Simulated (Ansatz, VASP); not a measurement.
## Au in VASP and in Ansatz

```
Au
1.0
     0.00000    2.04525    2.04525
     2.04525    0.00000    2.04525
     2.04525    2.04525    0.00000
Au
1
Direct
  0.00000 0.00000 0.00000
```

Alike in both runs: functional PBEsol; k mesh 8 × 8 × 8; occupations gaussian, width 0.1 eV; no spin polarisation.

Ansatz relaxed the structure, and its values are those at the end. VASP's run is a single point on that final structure, the one shown.

|  | VASP | Ansatz |
| --- | --- | --- |
| version | VASP 6.6.1 | Ansatz 0.2.0 |
| potentials or method | VASP PAW PBE potentials, release 64 (Au), cutoff 500 eV | scalar-relativistic, plane waves, PAW |
| valence electrons in the cell | 11 | 19 |

|  | VASP | Ansatz | Ansatz less VASP |
| --- | --- | --- | --- |
| gap on the k mesh at the Fermi level (eV) | none | none | - |
| pressure (GPa) | -0.3 | 0.0 | +0.28 |

VASP's potentials were made for PBE, not for PBEsol. A gap of «none» marks a metal or a gap that the smearing closes. With one functional, cell and mesh, what is left measures potentials, basis and numerics. VASP's potentials hold 11 valence electrons a cell and Ansatz's 19, so a difference there can come from the potentials and not from the codes.

Neither program's run includes spin-orbit coupling.
